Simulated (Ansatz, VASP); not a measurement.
## Be: VASP beside Ansatz

```
Be
1.0
    -1.57842    1.29379    1.15468
     1.29379   -1.57842    1.15468
     2.84949    2.84949   -1.67598
Be
2
Direct
  0.95839 0.04161 0.00000
  0.79161 0.20839 0.50000
```

Alike in both runs: task single point; functional RPBE; k mesh 29 × 29 × 14; occupations fermi-dirac, width 0.1 eV; no spin polarisation.

|  | VASP | Ansatz |
| --- | --- | --- |
| version | VASP 6.6.1 | Ansatz 0.2.0 |
| potentials or method | VASP PAW PBE potentials, release 64 (Be), cutoff 520 eV | plane waves (420 eV) with PAW, scalar-relativistic |
| valence electrons in the cell | 4 | 4 |

VASP gave:

- pressure (GPa): -8.0
- traceless stress, the component that is largest in VASP (GPa): 0.10

Question: Estimate Ansatz's values.

Answer: Pressure (GPa): -8.0; traceless stress, the component that is largest in VASP (GPa): 0.11.

VASP's potentials were made for PBE, not for RPBE.
